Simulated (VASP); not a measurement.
# Mg (P6_3/mmc) in VASP: notebook

The runs below take Mg through single point, relaxation of cell and atoms, with LDA.

Program: VASP 6.6.1. These are calculated values, not measurements. Logs are shortened: lines on timing, memory, paths and dates and some standing lists are left out, and cuts for length are marked.

### Step 1. The cell of the first run

The structure is hexagonal, space group P6_3/mmc (No. 194). Conventional cell: a = 3.119 Å, b = 3.119 Å, c = 5.130 Å, α = 90.00°, β = 90.00°, γ = 120.00°. Within 4.1 Å of Mg (site symmetry -6m2) lie 12 Mg at 3.12 to 3.13 Å.

### Step 2. Single point, LDA

File INCAR:

```
SYSTEM = Mg
  PREC = Accurate
  ENCUT = 520
  EDIFF = 1E-6
  ISMEAR = 1
  SIGMA = 0.1
  LREAL = .False.
  LASPH = .True.
  NELM = 100
  ALGO = Normal
  ISIF = 2
  LWAVE = .False.
  LCHARG = .True.
  LELF = .True.
  LVHAR = .True.
  NBANDS = 9
```

File KPOINTS:

```
regular mesh
0
Gamma
  6 6 4
  0 0 0
```

File POSCAR:

```
Mg
1.0
    3.1192117618      0.0000000000      0.0000000000
   -1.5596058809      2.7013166255      0.0000000000
    0.0000000000      0.0000000000      5.1302188418
Mg
2
Direct
    0.3333333333      0.6666666667      0.2500000000
    0.6666666667      0.3333333333      0.7500000000
```

Potentials or basis: VASP PAW LDA potentials, release 64 (Mg).

On the command line:

```
$ cat potpaw_LDA.64/Mg/POTCAR > POTCAR
$ mpirun -np 1 vasp_std > vasp.out
```

OUTCAR:

```text
SYSTEM = Mg
   PREC = Accurate
   ENCUT = 520
   EDIFF = 1E-6
   ISMEAR = 1
   LREAL = .False.
   LASPH = .True.
   NELM = 100
   ISIF = 2

 ion  position               nearest neighbor table
   1  0.333  0.667  0.250-   2 3.13   2 3.13   2 3.13   2 3.13   2 3.13   2 3.13
   2  0.667  0.333  0.750-   1 3.13   1 3.13   1 3.13   1 3.13   1 3.13   1 3.13

  LATTYP: Found a hexagonal cell.
 ALAT       =     3.1192117618
 C/A-ratio  =     1.6447164327

  Lattice vectors:

 A1 = (   3.1192117618,   0.0000000000,   0.0000000000)
 A2 = (  -1.5596058809,   2.7013166255,   0.0000000000)
 A3 = (   0.0000000000,   0.0000000000,   5.1302188418)

Analysis of symmetry for initial positions (statically):
=====================================================================
 Subroutine PRICEL returns:
 Original cell was already a primitive cell.

 Routine SETGRP: Setting up the symmetry group for a
 hexagonal supercell.

 Subroutine GETGRP returns: Found 24 space group operations
 (whereof 12 operations were pure point group operations)
 out of a pool of 24 trial point group operations.

The static configuration has the point symmetry D_3d.
 The point group associated with its full space group is D_6h.

Analysis of symmetry for dynamics (positions and initial velocities):
=====================================================================
 Subroutine PRICEL returns:
 Original cell was already a primitive cell.

 Routine SETGRP: Setting up the symmetry group for a
 hexagonal supercell.

 Subroutine GETGRP returns: Found 24 space group operations
 (whereof 12 operations were pure point group operations)
 out of a pool of 24 trial point group operations.

The dynamic configuration has the point symmetry D_3d.
 The point group associated with its full space group is D_6h.

 Subroutine INISYM returns: Found 24 space group operations
 (whereof 12 operations are pure point group operations),
 and found     1 'primitive' translations

----------------------------------------------------------------------------------------

                                     Primitive cell

  volume of cell :      43.2271

  direct lattice vectors                    reciprocal lattice vectors
     3.119211762  0.000000000  0.000000000     0.320593815  0.185094926  0.000000000
    -1.559605881  2.701316626  0.000000000     0.000000000  0.370189851  0.000000000
     0.000000000  0.000000000  5.130218842     0.000000000  0.000000000  0.194923459

  length of vectors
     3.119211762  3.119211762  5.130218842     0.370189851  0.370189851  0.194923459

  position of ions in fractional coordinates (direct lattice)
     0.333333333  0.666666667  0.250000000
     0.666666667  0.333333333  0.750000000

  ion indices of the primitive-cell ions
   primitive index   ion index
                 1           1
                 2           2

----------------------------------------------------------------------------------------

 KPOINTS: regular mesh

Automatic generation of k-mesh.
 Grid dimensions read from file:
 generate k-points for:    6    6    4

 Generating k-lattice:

  Cartesian coordinates                     Fractional coordinates (reciprocal lattice)
     0.053432303  0.030849154  0.000000000     0.166666667  0.000000000  0.000000000
     0.000000000  0.061698309  0.000000000     0.000000000  0.166666667  0.000000000
     0.000000000  0.000000000  0.048730865     0.000000000  0.000000000  0.250000000

  Length of vectors
     0.061698309  0.061698309  0.048730865

  Shift w.r.t. Gamma in fractional coordinates (k-lattice)
     0.000000000  0.000000000  0.000000000

 Subroutine IBZKPT returns following result:
 ===========================================

 Found     21 irreducible k-points:

 Following reciprocal coordinates:
            Coordinates               Weight
  0.000000  0.000000  0.000000      1.000000
  0.166667  0.000000  0.000000      6.000000
  0.333333 -0.000000  0.000000      6.000000
  0.500000 -0.000000  0.000000      3.000000
  0.166667  0.166667  0.000000      6.000000
  0.333333  0.166667  0.000000     12.000000
[... 13 lines left out ...]
  0.333333  0.166667  0.500000     12.000000
  0.333333  0.333333  0.500000      2.000000
   k-points           NKPTS =     21   k-points in BZ     NKDIM =     21   number of bands    NBANDS=      9
   number of dos      NEDOS =    301   number of ions     NIONS =      2
   total plane-waves  NPLWV =  23040
   dimension x,y,z NGX =    24 NGY =   24 NGZ =   40
   dimension x,y,z NGXF=    48 NGYF=   48 NGZF=   80
   ions per type =               2
   NGX,Y,Z   is equivalent  to a cutoff of  12.79, 12.79, 12.96 a.u.
   NGXF,Y,Z  is equivalent  to a cutoff of  25.58, 25.58, 25.92 a.u.
 SYSTEM =  Mg
   PREC   = accura    normal or accurate (medium, high low for compatibility)
   ISTART =      0    job   : 0-new  1-cont  2-samecut
   ICHARG =      2    charge: 1-file 2-atom 10-const
   ISPIN  =      1    spin polarized calculation?
   LNONCOLLINEAR =      F non collinear calculations
   LSORBIT =      F    spin-orbit coupling
   LASPH  =      T    aspherical Exc in radial PAW
   ENCUT  =  520.0 eV  38.22 Ry    6.18 a.u.   5.80  5.80  9.54*2*pi/ulx,y,z
   NELM   =    100;   NELMIN=  2; NELMDL= -5     # of ELM steps
   EDIFF  = 0.1E-05   stopping-criterion for ELM
   LREAL  =      F    real-space projection
   EDIFFG = 0.1E-04   stopping-criterion for IOM
   NSW    =      0    number of steps for IOM
   IBRION =     -1    ionic relax: 0-MD 1-quasi-New 2-CG
   NFREE  =      0    steps in history (QN), initial steepest desc. (CG)
   ISIF   =      2    stress and relaxation
   ISYM   =      2    0-nonsym 1-usesym 2-fastsym
   POTIM  = 0.5000    time-step for ionic-motion
   TEBEG  =    0.0;   TEEND  =   0.0 temperature during run
   PSTRESS=    0.0 pullay stress
   NELECT =       4.0000    total number of electrons
   NUPDOWN=      -1.0000    fix difference up-down
   EMIN   =  10.00;   EMAX   =-10.00  energy-range for DOS
   EFERMI =   0.00;   METHOD = LEGACY
   ISMEAR =     1;   SIGMA  =   0.10  broadening in eV -4-tet -1-fermi 0-gaus
   EFERMI_NEDOS =   21; number of points for ismear=-14 and -15
   IALGO  =     38    algorithm
   IMIX   =      4    mixing-type and parameters
     AMIX     =   0.40;   BMIX     =  1.00
     AMIX_MAG =   1.60;   BMIX_MAG =  1.00
  volume/ion in A,a.u.               =      21.61       145.86
  Fermi-wavevector in a.u.,A,eV,Ry     =   0.740473  1.399292  7.460084  0.548301
  Thomas-Fermi vector in A             =   1.834884
   LORBIT       =      0    0 simple, 1 ext, 2 COOP (PROOUT), +10 PAW based schemes
   GGA     = CA    functional components
   LHFCALC =     F    Hartree Fock is set to
   AEXX    =    0.0000 exact exchange contribution
   IVDW    =     0    specifies the selected vdW correction
   LEPSILON=     F    determine dielectric tensor
   LRPA    =     F    only Hartree local field effects (RPA)
 non-spin polarized calculation
 Methfessel and Paxton  Order N= 1 SIGMA  =   0.10
  energy-cutoff  :      520.00
  volume of cell :       43.23
 maximum number of plane-waves:      1184
 NGX is ok and might be reduce to    24
   NGX = 11   NGY = 11   NGZ = 19

 number of electron       4.0000000 magnetization

 Free energy of the ion-electron system (eV)
  ---------------------------------------------------
  ext. energy  EPLUGINS =         0.00000000
  ---------------------------------------------------
  free energy    TOTEN  =        -3.55401042 eV

  energy without entropy =       -3.55403221  energy(sigma->0) =       -3.55401768

 E-fermi :   2.6651     XC(G=0):  -8.8766

 val. band max:        2.5354195952   @ k =   0.1667   0.1667   0.0000
 cond. band min:       2.7030743247   @ k =   0.3333   0.1667   0.0000
 fundamental gap:      0.1676547295
 Fermi energy:         2.6650556372

 k-point     1 :       0.0000    0.0000    0.0000
  band No.  band energies     occupation
      1      -4.3933      2.00000
      2       0.9728      2.00000
      3       1.3898      2.00000
      4      14.1749      0.00000
      5      14.1749      0.00000
      6      14.3760      0.00000
      7      14.3760      0.00000
      8      14.8564      0.00000
      9      16.8752      0.00000

 k-point     2 :       0.1667    0.0000    0.0000
  band No.  band energies     occupation
      1      -3.8212      2.00000
      2       1.4930      2.00000
      3       1.9413      2.00000
      4       9.2389      0.00000
      5      11.9249      0.00000
      6      12.4939      0.00000
      7      14.0518      0.00000
      8      14.9085      0.00000
      9      16.5455      0.00000

 k-point     3 :       0.3333   -0.0000    0.0000
  band No.  band energies     occupation
      1      -2.1270      2.00000
      2       3.0574     -0.00000
      3       3.3237     -0.00000
      4       4.8005      0.00000
      5       9.3716      0.00000
      6       9.5100      0.00000
      7      10.5163      0.00000
      8      12.3009      0.00000
      9      14.9383      0.00000

 k-point     4 :       0.5000   -0.0000    0.0000
  band No.  band energies     occupation
      1       0.5985      2.00000
      2       0.6399      2.00000
      3       5.5186      0.00000
      4       5.8509      0.00000
      5       6.1013      0.00000
      6       6.5537      0.00000
      7      10.0485      0.00000
      8      11.4938      0.00000
      9      14.3913      0.00000
[... 169 lines left out ...]
 k-point    19 :       0.1667    0.1667    0.5000
  band No.  band energies     occupation
      1      -1.2940      2.00000
      2      -1.2940      2.00000
      3       7.9353      0.00000
      4       7.9353      0.00000
      5       8.3172      0.00000
      6       8.3172      0.00000
      7      10.2634      0.00000
      8      10.2634      0.00000
      9      17.4386      0.00000

 k-point    20 :       0.3333    0.1667    0.5000
  band No.  band energies     occupation
      1       0.8800      2.00000
      2       0.8800      2.00000
      3       4.1582     -0.00000
      4       4.1582     -0.00000
      5       7.4085      0.00000
      6       7.4085      0.00000
      7      11.7691      0.00000
      8      11.7691      0.00000
      9      14.6191      0.00000

 k-point    21 :       0.3333    0.3333    0.5000
  band No.  band energies     occupation
      1       3.0204     -0.00001
      2       3.0204     -0.00001
      3       3.4789     -0.00000
      4       3.4789     -0.00000
      5       4.4800     -0.00000
      6       4.4800     -0.00000
      7      13.9196      0.00000
      8      13.9201      0.00000
      9      14.0854      0.00000

------------------------ aborting loop because EDIFF is reached ----------------------------------------

  FORCE on cell =-STRESS in cart. coord.  units (eV):
  Direction    XX          YY          ZZ          XY          YZ          ZX
  --------------------------------------------------------------------------------------
  -------------------------------------------------------------------------------------
  Total       -0.0755765     -0.0755765     -0.1104020      0.0000000     -0.0000000      0.0000000
  in kB       -2.8011788     -2.8011788     -4.0919604      0.0000000     -0.0000000      0.0000000
  external PRESSURE =      -3.2314394 kB  Pullay stress =       0.0000000 kB

 VOLUME and BASIS-vectors are now :
 -----------------------------------------------------------------------------
  energy-cutoff  :      520.00
  volume of cell :       43.23
      direct lattice vectors                 reciprocal lattice vectors
     3.119211762  0.000000000  0.000000000     0.320593815  0.185094926  0.000000000
    -1.559605881  2.701316626  0.000000000     0.000000000  0.370189851  0.000000000
     0.000000000  0.000000000  5.130218842     0.000000000  0.000000000  0.194923459

 POSITION                                       TOTAL-FORCE (eV/Angst)
 -----------------------------------------------------------------------------------
     -0.00000      1.80088      1.28255        -0.000000      0.000000      0.000000
      1.55961      0.90044      3.84766         0.000000     -0.000000      0.000000
 -----------------------------------------------------------------------------------
    total drift:                                0.000000     -0.000000      0.000000

  FREE ENERGIE OF THE ION-ELECTRON SYSTEM (eV)
  ---------------------------------------------------
  free  energy   TOTEN  =        -3.5540104211 eV

  energy  without entropy=       -3.5540322069  energy(sigma->0) =       -3.55401768
```

Wall time 3.1 s (1 thread of Intel Xeon 6975P-C (Granite Rapids), shared host); peak memory 0.13 GiB.

Results:

```yaml
Free_energy: -3.5540 eV
Pressure: -0.3 GPa
Band_gap_on_the_k_mesh: zero (band 2 reaches 3.06 eV, above the bottom of band 3 at 1.39 eV)
```

Stress tensor (GPa, compression positive):
```
-0.28  0.00  0.00
 0.00 -0.28  0.00
 0.00  0.00 -0.41
```

Caveat: the k points lie up to 0.39 Å⁻¹ apart.

### Step 3. Relaxation of cell and atoms, LDA

This run uses another cell than the first one, of 23.24 Å³/atom, 1.075 times its volume.

File INCAR:

```
SYSTEM = Mg
  ALGO = Normal
  EDIFF = 1E-7
  EDIFFG = -0.02
  ENCUT = 600
  IBRION = 2
  ISIF = 3
  ISMEAR = 1
  LASPH = .TRUE.
  LCHARG = .FALSE.
  LREAL = .FALSE.
  LWAVE = .FALSE.
  NELM = 80
  NSW = 80
  PREC = Accurate
  SIGMA = 0.1
```

File KPOINTS:

```
k-points
0
G
  6 6 4
  0 0 0
```

File POSCAR:

```
Mg
1.0
    3.2093000000      0.0000000000      0.0000000000
   -1.6046500000      2.7793350000      0.0000000000
    0.0000000000      0.0000000000      5.2103000000
Mg
2
Direct
    0.3333333333      0.6666666667      0.2500000000
    0.6666666667      0.3333333333      0.7500000000
```

Potentials or basis: VASP PAW LDA potentials, release 64 (Mg).

On the command line:

```
$ cat potpaw_LDA.64/Mg/POTCAR > POTCAR
$ mpirun -np 1 vasp_std > vasp.out
```

Wall time 13 s (1 thread of Intel Xeon 6975P-C (Granite Rapids), shared host); peak memory 0.16 GiB.

It converged, with:

```yaml
Free_energy: -3.5545 eV
Relaxed_volume: 21.40 Å³/atom
Relaxed_cell: a = 3.110 Å, b = 3.110 Å, c = 5.110 Å, α = 90.00°, β = 90.00°, γ = 120.00°
Space_group_after_relaxing_to_0.05_Å: P6_3/mmc (No. 194)
Energy_gained_by_relaxing: 17.2 meV/atom
Ionic_steps: 8
Pressure_after_relaxing: 0.1 GPa
Band_gap_on_the_k_mesh: zero (band 2 reaches 3.11 eV, above the bottom of band 3 at 1.45 eV)
```

The path:
| step | energy change (eV) | largest force (eV/Å) | pressure (GPa) | volume (Å³) |
| --- | --- | --- | --- | --- |
| 1 | 0.0000 | 0.0000 | -2.81 | 46.47 |
| 2 | -0.0312 | 0.0000 | -0.80 | 43.78 |
| 3 | -0.0334 | 0.0000 | -0.04 | 42.95 |
| 4 | -0.0334 | 0.0000 | 0.03 | 42.89 |
| 5 | -0.0340 | 0.0000 | 0.04 | 42.85 |
| 6 | -0.0337 | 0.0000 | 0.15 | 42.75 |
| 7 | -0.0344 | 0.0000 | 0.07 | 42.82 |
| 8 | -0.0344 | 0.0000 | 0.08 | 42.81 |

Final structure:
```
Mg
1.0
     3.11000    0.00000    0.00000
    -1.55500    2.69334    0.00000
     0.00000    0.00000    5.11027
Mg
2
Cartesian
  0.0000 1.7956 1.2776
  1.5550 0.8978 3.8327
```

Levels at points of the mesh, in eV from the Fermi level:
| k point | band 1 | band 2 | band 3 | band 4 | band 5 |
| --- | --- | --- | --- | --- | --- |
| (0.00, 0.00, 0.00) | -7.10 | -1.70 | -1.26 | 11.56 | 11.56 |
| (0.50, 0.00, 0.00) | -2.08 | -2.03 | 2.88 | 3.20 | 3.48 |
| (0.00, 0.00, 0.50) | -5.66 | -5.66 | 5.17 | 5.17 | 12.30 |
| (0.50, 0.00, 0.50) | -1.01 | -1.01 | -0.30 | -0.30 | 8.39 |

Caveat: the k points lie up to 0.39 Å⁻¹ apart in the final cell. Zero-point motion and thermal expansion aren't in these numbers.
